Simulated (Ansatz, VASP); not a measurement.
# Hf7O16 in VASP and in Ansatz

```
Hf O
1.0
     0.00000    5.06907    5.10110
     5.29363    0.00000    5.10110
     5.29363    5.06907    0.00000
Hf O
7 16
Cartesian
  0.1705 1.2304 1.3609
  7.7321 6.4473 3.7631
  7.6748 6.5202 9.1102
  2.8326 3.5839 1.2550
  2.8096 3.7972 6.2589
  5.1339 3.6888 3.7157
  10.4731 8.8038 9.3503
  2.2220 0.7240 1.5906
  7.7021 5.4973 7.1820
  5.8771 5.6063 3.5281
  5.9883 5.5550 9.6306
  3.7738 2.5199 2.7265
  8.7834 6.4425 7.3741
  4.1633 2.4284 5.2461
  3.8615 7.4565 4.9858
  6.5859 2.9898 5.0978
  6.8052 7.7915 5.0446
  1.1689 3.0440 2.5772
  6.7929 8.0065 7.7306
  4.8253 4.3799 1.4250
  4.2661 3.8907 7.5656
  8.5266 4.8749 4.6185
  3.4450 4.7543 4.4454
```

Alike in both runs: functional PBE; k mesh 1 × 1 × 1; occupations fermi-dirac, width 0.01 eV; no spin polarisation.

Ansatz relaxed the structure, and its values are those at the end. VASP's run is a single point on that final structure, the one shown.

|  | VASP | Ansatz |
| --- | --- | --- |
| version | VASP 6.6.1 | Ansatz 0.2.0 |
| potentials or method | VASP PAW PBE potentials, release 64 (Hf_pv, O), cutoff 520 eV | plane-wave PAW DFT |
| valence electrons in the cell | 166 | 278 |

Ansatz gave:

| Item | Value |
| --- | --- |
| rms of the force components (eV/Å) | 0.005 |

Problem. Estimate VASP's values.

Solution. rms of the force components (eV/Å): 0.063.

With one functional, cell and mesh, what is left measures potentials, basis and numerics. VASP's potentials hold 166 valence electrons a cell and Ansatz's 278, so a difference there can come from the potentials and not from the codes.

Neither program's run includes spin-orbit coupling.
